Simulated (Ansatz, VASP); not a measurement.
# HfO2 in VASP and in Ansatz

File POSCAR:

```
HfO2
1.0
    0.0000000000      2.5624574698      2.5624574698
    2.5624574698      0.0000000000      2.5624574698
    2.5624574698      2.5624574698      0.0000000000
Hf O
1 2
Direct
    0.0000000000      0.0000000000      0.0000000000
    0.2500000000      0.2500000000      0.2500000000
    0.7500000000      0.7500000000      0.7500000000
```

INCAR.step1

```
SYSTEM = HfO2
PREC = Accurate
ENCUT = 520
ISMEAR = 0
SIGMA = 0.05
LREAL = .False.
LASPH = .True.
NELM = 60
NBANDS = 18
GGA = PE
ALGO = Normal
EDIFF = 1E-4
LWAVE = .True.
LCHARG = .False.
```

INCAR.step2

```
SYSTEM = HfO2
PREC = Accurate
ENCUT = 520
EDIFF = 1E-6
ISMEAR = 0
SIGMA = 0.05
LREAL = .False.
LASPH = .True.
NELM = 60
ALGO = Normal
ISIF = 2
LWAVE = .False.
LCHARG = .False.
METAGGA = R2SCAN
LMIXTAU = .True.
NBANDS = 18
ISTART = 1
```

File KPOINTS:

```
Automatic mesh
0
Gamma
  8 8 8
  0 0 0
```

Input for Ansatz:

```yaml
crystal:
  lattice:
    - [0.0, 2.5624574698, 2.5624574698]
    - [2.5624574698, 0.0, 2.5624574698]
    - [2.5624574698, 2.5624574698, 0.0]
  atoms:
    - { symbol: Hf, position: [0.0, 0.0, 0.0] }
    - { symbol: O, position: [0.25, 0.25, 0.25] }
    - { symbol: O, position: [0.75, 0.75, 0.75] }
basis:
  ecutwfc: 500
  ecutrho_ratio: 4
kpoints:
  mp_grid: { grid: [8, 8, 8] }
hamiltonian:
  xc: r2scan
scf:
  occupations: { method: gaussian, width: 0.05 }
output:
  forces: true
  stress: true
  eigenvalues: true
```

Alike in both runs: task single point; functional r2SCAN; k mesh 8 × 8 × 8; occupations gaussian, width 0.05 eV; no spin polarisation.

|  | VASP | Ansatz |
| --- | --- | --- |
| version | VASP 6.6.1 | Ansatz 0.2.0 |
| potentials or method | VASP PAW PBE potentials, release 64 (Hf_pv, O), cutoff 520 eV | scalar-relativistic, plane waves, PAW |
| valence electrons in the cell | 22 | 38 |

|  | VASP | Ansatz | Ansatz less VASP |
| --- | --- | --- | --- |
| gap on the k mesh at the Fermi level (eV) | 4.20 | 4.20 | -0.006 |
| least direct gap on the mesh (eV) | 4.20 | 4.20 | -0.006 |
| pressure (GPa) | -13.2 | -9.8 | +3.46 |

VASP's potentials were made for PBE, not for r2SCAN. VASP's potentials hold 22 valence electrons a cell and Ansatz's 38, so a difference there can come from the potentials and not from the codes.

Spin-orbit coupling is off throughout.
